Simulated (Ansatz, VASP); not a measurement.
## C in VASP and in Ansatz

```
CELL_PARAMETERS angstrom
1.23325 -2.13606 0.00000
1.23325 2.13606 0.00000
0.00000 0.00000 12.26641
ATOMIC_POSITIONS crystal
C 0.16667 0.83333 0.67114
C 0.83333 0.16667 0.67114
C 0.83333 0.16667 0.32886
C 0.16667 0.83333 0.32886
C 0.33332 0.66668 0.00000
C 0.66668 0.33332 0.00000
```

Alike in both runs: task relaxation of cell and atoms; functional PBE; k mesh 18 × 18 × 4; occupations gaussian, width 0.1 eV; no spin polarisation.

|  | VASP | Ansatz |
| --- | --- | --- |
| version | VASP 6.6.1 | Ansatz 0.2.0 |
| potentials or method | VASP PAW PBE potentials, release 64 (C), cutoff 600 eV | scalar-relativistic, plane waves, PAW |
| valence electrons in the cell | 24 | 24 |

|  | VASP | Ansatz | Ansatz less VASP |
| --- | --- | --- | --- |
| gap on the k mesh at the Fermi level, each at its own relaxed structure (eV) | none | none | - |
| relaxed volume (Å³/atom) | 10.77 | 11.36 | +0.588 |
| relaxed length of the cell vector where the two differ most in proportion (Å) | 12.266 | 12.938 | +0.6717 |

A gap of «none» marks a metal or a gap that the smearing closes. One of these differences is far larger than is usual between the two programs; its cause wasn't traced.
